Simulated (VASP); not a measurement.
Here is a VASP 6.6.1 calculation.

Contents of INCAR:

```
ALGO = Normal
EDIFF = 1E-6
ENCUT = 520
GGA = PE
ISIF = 2
ISMEAR = 0
LASPH = True
LCHARG = False
LREAL = False
LWAVE = False
NBANDS = 16
NELM = 60
PREC = Accurate
SIGMA = 0.02
```

Contents of KPOINTS:

```
k-points
0
Gamma
  9 9 6
```

Contents of POSCAR:

```
AlN
1.0
    3.2259860413      0.0000000000      0.0000000000
   -1.6129930206      2.7937858640      0.0000000000
    0.0000000000      0.0000000000      5.1969886420
Al N
2 2
Direct
    0.3333333333      0.6666666667     -0.0002025213
    0.6666666667      0.3333333333      0.4997974787
    0.3333333333      0.6666666667      0.3802025213
    0.6666666667      0.3333333333      0.8802025213
```

Potentials or basis: VASP PAW PBE potentials, release 64 (Al, N).

Run with:

```sh
$ cat potpaw_PBE.64/Al/POTCAR potpaw_PBE.64/N/POTCAR > POTCAR
$ mpirun -np 1 vasp_std > vasp.out
```

Q: Estimate the largest force.

A: 0.005 eV/Å.

Q: Estimate the pressure.

A: -15.5 GPa.

Forces on the atoms (eV/Å):
```
Al   0.000  0.000  0.005
Al   0.000  0.000  0.005
N    0.000  0.000 -0.005
N    0.000  0.000 -0.005
```
